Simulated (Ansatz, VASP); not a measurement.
**Ta16Cu: VASP beside Ansatz**

File INCAR:

```
PREC = Accurate ; ENCUT = 520
EDIFF = 1E-6 ; ISMEAR = 0
SIGMA = 0.1 ; LREAL = Auto
LASPH = True ; NELM = 80
ALGO = Normal ; ISIF = 2
LWAVE = False ; LCHARG = True
LDIPOL = True ; IDIPOL = 3
DIPOL = 0.5 0.5 0.307 ; GGA = PE
IVDW = 12 ; LELF = True
LVHAR = True ; LVACPOTAV = True
NBANDS = 108
```

The input KPOINTS:

```
Automatic mesh
0
Gamma
  4 4 1
```

The input POSCAR:

```
Ta16Cu
1.0
    6.5699959905      0.0000000000      0.0000000000
    0.0000000000      6.5699959905      0.0000000000
    0.0000000000      0.0000000000     21.9099229040
Ta Cu
16 1
Direct
    0.2500000000      0.2500000000      0.1825656812
    0.2500000000      0.7500000000      0.1825656812
    0.7500000000      0.2500000000      0.1825656812
    0.7500000000      0.7500000000      0.1825656812
    0.0000000000      0.0000000000      0.2575316683
    0.0000000000      0.5000000000      0.2575316683
    0.5000000000      0.0000000000      0.2575316683
    0.5000000000      0.5000000000      0.2575316683
    0.2500000000      0.2500000000      0.3326484497
    0.2500000000      0.7500000000      0.3326484497
    0.7500000000      0.2500000000      0.3326484497
    0.7500000000      0.7500000000      0.3326484497
    0.0000000000      0.0000000000      0.4020973941
    0.0000000000      0.5000000000      0.4020973941
    0.5000000000      0.0000000000      0.4020973941
    0.5000000000      0.5000000000      0.4020973941
    0.2500000000      0.2500000000      0.5162009448
```

Input for Ansatz:

```yaml
crystal:
  lattice:
    - [6.5699959905, 0.0, 0.0]
    - [0.0, 6.5699959905, 0.0]
    - [0.0, 0.0, 21.909922904]
  atoms:
    - { symbol: Ta, position: [0.25, 0.25, 0.1825656812] }
    - { symbol: Ta, position: [0.25, 0.75, 0.1825656812] }
    - { symbol: Ta, position: [0.75, 0.25, 0.1825656812] }
    - { symbol: Ta, position: [0.75, 0.75, 0.1825656812] }
    - { symbol: Ta, position: [0.0, 0.0, 0.2575316683] }
    - { symbol: Ta, position: [0.0, 0.5, 0.2575316683] }
    - { symbol: Ta, position: [0.5, 0.0, 0.2575316683] }
    - { symbol: Ta, position: [0.5, 0.5, 0.2575316683] }
    - { symbol: Ta, position: [0.25, 0.25, 0.3326484497] }
    - { symbol: Ta, position: [0.25, 0.75, 0.3326484497] }
    - { symbol: Ta, position: [0.75, 0.25, 0.3326484497] }
    - { symbol: Ta, position: [0.75, 0.75, 0.3326484497] }
    - { symbol: Ta, position: [0.0, 0.0, 0.4020973941] }
    - { symbol: Ta, position: [0.0, 0.5, 0.4020973941] }
    - { symbol: Ta, position: [0.5, 0.0, 0.4020973941] }
    - { symbol: Ta, position: [0.5, 0.5, 0.4020973941] }
    - { symbol: Cu, position: [0.25, 0.25, 0.5162009448] }
basis:
  ecutwfc: 420
kpoints:
  mp_grid: { grid: [4, 4, 1] }
hamiltonian:
  xc: pbe
  pseudopotentials: { kind: paw, azcp: { folder: soft_1 } }
  dispersion: d3bj
scf:
  occupations: { method: gaussian, width: 0.1 }
output:
  forces: true
  eigenvalues: true
efield:
  axis: 3
  dipole_correction: true
  ramp_width: 0.04
```

Alike in both runs: task single point; functional PBE; dispersion D3(BJ); k mesh 4 × 4 × 1; occupations gaussian, width 0.1 eV; no spin polarisation.

|  | VASP | Ansatz |
| --- | --- | --- |
| version | VASP 6.6.1 | Ansatz 0.2.0 |
| potentials or method | VASP PAW PBE potentials, release 64 (Ta_pv, Cu), cutoff 520 eV | scalar-relativistic, plane waves, PAW |
| valence electrons in the cell | 187 | 227 |

```tsv
	VASP	Ansatz	Ansatz less VASP
gap on the k mesh at the Fermi level (eV)	none	none	-
rms of the force components (eV/Å)	0.354	0.346	-0.0074
work function, face that differs most (eV)	4.08	4.08	+0.006
```

Atom by atom the forces differ by 0.009 eV/Å (rms over components). A gap of «none» marks a metal or a gap that the smearing closes. VASP's potentials hold 187 valence electrons a cell and Ansatz's 227, so a difference there can come from the potentials and not from the codes. Ansatz's warnings: vacuum below fermi.

Neither program's run includes spin-orbit coupling.
